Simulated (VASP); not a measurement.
Set up this calculation in VASP 6.6.1, as the native input.

```
Task                   : single point
Functional             : PBE
Potentials or basis    : VASP PAW PBE potentials, release 64 (Ge_d, Te, S)
Cutoff                 : 520 eV
k mesh                 : 3 × 3 × 6
Occupations            : gaussian, width 0.1 eV
Spin                   : no spin polarisation
Dipole correction      : no
Further INCAR settings : ALGO = Normal; EDIFF = 1e-07; NBANDS = 39
```

The structure of Ge3Te2S lies in POSCAR:

```
Ge3Te2S
1.0
   10.1446723593      0.0000000000      0.0000000000
   -5.0723361796      8.7855439762      0.0000000000
    0.0000000000      0.0000000000      2.6548492274
Ge Te S
3 2 1
Direct
    0.5000000000      0.0000000000      0.5000000000
    0.0000000000      0.5000000000      0.5000000000
    0.5000000000      0.5000000000      0.5000000000
    0.3333333333      0.6666666667      0.5000000000
    0.6666666667      0.3333333333      0.5000000000
    0.0000000000      0.0000000000      0.5000000000
```

The cell was generated, and may not be a known phase.

The input as run:

INCAR

```
SYSTEM = Ge3Te2S
PREC = Accurate
ENCUT = 520
EDIFF = 1E-7
ISMEAR = 0
SIGMA = 0.1
LREAL = .FALSE.
LASPH = .TRUE.
NELM = 100
ALGO = Normal
ISIF = 2
LWAVE = .FALSE.
LCHARG = .FALSE.
GGA = PE
NBANDS = 39
```

KPOINTS

```
regular mesh
0
G
  3 3 6
  0 0 0
```

Potentials or basis: VASP PAW PBE potentials, release 64 (Ge_d, Te, S).

Command:

```console
$ cat potpaw_PBE.64/Ge_d/POTCAR potpaw_PBE.64/Te/POTCAR potpaw_PBE.64/S/POTCAR > POTCAR
$ mpirun -np 1 vasp_std > vasp.out
```

Results of the run:

```
Pressure               : -0.1 GPa
Band gap on the k mesh : zero (bands 30 and 31 overlap by 0.94 eV)
```

Caveat: the k points lie up to 0.39 Å⁻¹ apart, too coarse for converged energies and pressures of a metal; spin-orbit coupling is left out, which moves the levels of the heavy elements.

It took 3.8 min on 1 thread of Intel Xeon 8259CL (shared host), peak memory 0.4 GiB.
